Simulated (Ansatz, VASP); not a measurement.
## Two plane-wave programs on Ca

```xyz
1
Lattice="-2.1728 2.1728 2.3072 2.1728 -2.1728 2.3072 2.1728 2.1728 -2.3072" Properties=species:S:1:pos:R:3 pbc="T T T"
Ca    0.0000    0.0000    0.0000
```

Change from the starting cell: strain -0.030 along x and y, +0.030 along z, atoms carried along.

Alike in both runs: task single point; functional r2SCAN; k mesh 16 × 16 × 16; occupations gaussian, width 0.15 eV; no spin polarisation.

|  | VASP | Ansatz |
| --- | --- | --- |
| version | VASP 6.6.1 | Ansatz 0.2.0 |
| potentials or method | VASP PAW PBE potentials, release 64 (Ca_sv), cutoff 520 eV | scalar-relativistic, plane waves, PAW |
| valence electrons in the cell | 10 | 10 |

```csv
,VASP,Ansatz,Ansatz less VASP
gap on the k mesh at the Fermi level (eV),none,none,-
pressure (GPa),-0.1,-0.1,-0.05
"traceless stress, the component that is largest in VASP (GPa)",0.08,0.08,-0.001
```

VASP's potentials were made for PBE, not for r2SCAN. A gap of «none» marks a metal or a gap that the smearing closes.
